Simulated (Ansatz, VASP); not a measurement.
## GeBi: VASP beside Ansatz

```xyz
2
Lattice="2.0470 3.5455 0.0000 -2.0470 3.5455 0.0000 0.0000 -2.3637 3.6738" Properties=species:S:1:pos:R:3 pbc="T T T"
Ge    0.0000    0.0000    0.0000
Bi    0.0000    2.3637    1.8369
```

Alike in both runs: task single point; functional PBEsol; k mesh 10 × 10 × 10; no spin polarisation.

```csv
,VASP,Ansatz
version,VASP 6.6.1,Ansatz 0.2.0
potentials or method,"VASP PAW PBE potentials, release 64 (Ge_d, Bi_d), cutoff 520 eV",PAW plane waves
occupations,"fermi-dirac, width 0.1 eV",fermi-dirac
valence electrons in the cell,29,29
```

VASP gave:

- pressure (GPa): -1.7
- traceless stress, the component that is largest in VASP (GPa): -1.65

Which values does Ansatz return?

Pressure (GPa): -1.7; traceless stress, the component that is largest in VASP (GPa): -1.66.

VASP's potentials were made for PBE, not for PBEsol. Ansatz's warnings: structure snapped to symmetry.

Neither program's run includes spin-orbit coupling.
